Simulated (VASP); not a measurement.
Here is a VASP 6.6.1 calculation.

INCAR

```
PREC     = Accurate       # precision mode
ENCUT    = 1000           # plane-wave cutoff, eV
EDIFF    = 1E-6           # SCF threshold, eV
ISMEAR   = -1             # smearing method
SIGMA    = 0.05           # smearing width, eV
LREAL    = Auto         
LASPH    = True           # aspherical terms in the spheres
NELM     = 120            # most SCF steps
ALGO     = Normal         # electronic algorithm
ISIF     = 2              # what is computed and relaxed
LWAVE    = False          # write WAVECAR
LCHARG   = False          # write CHGCAR
GGA      = PE             # functional
IVDW     = 12             # dispersion correction
NBANDS   = 47             # bands
GGA_COMPAT= False
```

Contents of KPOINTS:

```
Automatic mesh
0
Gamma
  1 1 1
```

The input POSCAR:

```
H14CO7
1.0
    5.7770000000      0.0000000000      0.0000000000
    0.0000000000      5.7770000000      0.0000000000
    0.0000000000      0.0000000000      5.7770000000
O H C
7 14 1
Direct
    0.0828111477      0.8043621257      0.5680630085
    0.2530898390      0.8048641163      0.0962437251
    1.0853903410      0.4186948243      0.3438116670
    0.8887138653      0.2879522243      0.8900467371
    0.4011597715      0.2732213952      0.7773584906
    0.6725116843      0.7361779470      0.8382897698
    0.7439155271      0.0699151809      0.4138307080
    0.0968668859      0.9624199411      0.5088454215
    0.2102302233      0.7785875022      0.6770122901
    0.4084472910      0.7953089839      0.0339968842
    0.2368703479      0.6478795222      0.1427038255
    1.0492989441      0.5739484161      0.4127921066
    0.9820321966      0.3074086896      0.4155790203
    0.9451618487      0.3190064047      1.0453003289
    1.0402458023      0.2662108361      0.8304137095
    0.5245283019      0.1703652415      0.8073221395
    0.4626969015      0.4141769084      0.7053141769
    0.7696209105      0.8352085858      0.7523108880
    0.7761814090      0.6133633374      0.8965033755
    0.4077895101      0.0574865847      0.2922104899
    0.5621083607      0.3394495413      0.2893543362
    0.5783105418      0.1550804916      0.3216375281
```

Potentials or basis: VASP PAW PBE potentials, release 64 (O_h, H_h, C_h).

Run with:

```sh
$ cat potpaw_PBE.64/O_h/POTCAR potpaw_PBE.64/H_h/POTCAR potpaw_PBE.64/C_h/POTCAR > POTCAR
$ mpirun -np 1 vasp_gam > vasp.out
```

**Question.** What does it give for the pressure?

**Answer.** 2.9 GPa.

**Question.** Predict the dispersion energy per atom.

**Answer.** -0.043 eV.

Forces in eV/Å, atoms in the order of the input:
```
O    0.156  0.382  0.575
O    0.201  0.645 -0.602
O    0.060  0.390 -0.543
O   -0.365  0.354  0.798
O   -1.661  0.994 -0.635
O   -1.273 -1.244  1.178
O    1.280 -0.733  0.157
H    0.082 -0.583  0.143
H   -0.231  0.337 -0.072
H    0.699  0.332 -0.525
H   -0.652 -1.250  0.529
H    0.197 -0.392  0.079
H   -0.339 -0.176  0.066
H   -0.384  0.144  0.916
H    1.156 -0.394 -1.190
H    1.247 -0.453  0.138
H    0.226 -0.487  0.454
H    1.148  0.843 -0.953
H   -0.249  0.197 -0.395
H    1.069  0.227 -0.097
H    0.345  1.024 -0.476
C   -2.711 -0.155  0.455
```

Caveat: the k points lie up to 1.09 Å⁻¹ apart, too coarse for converged energies, forces and pressures.
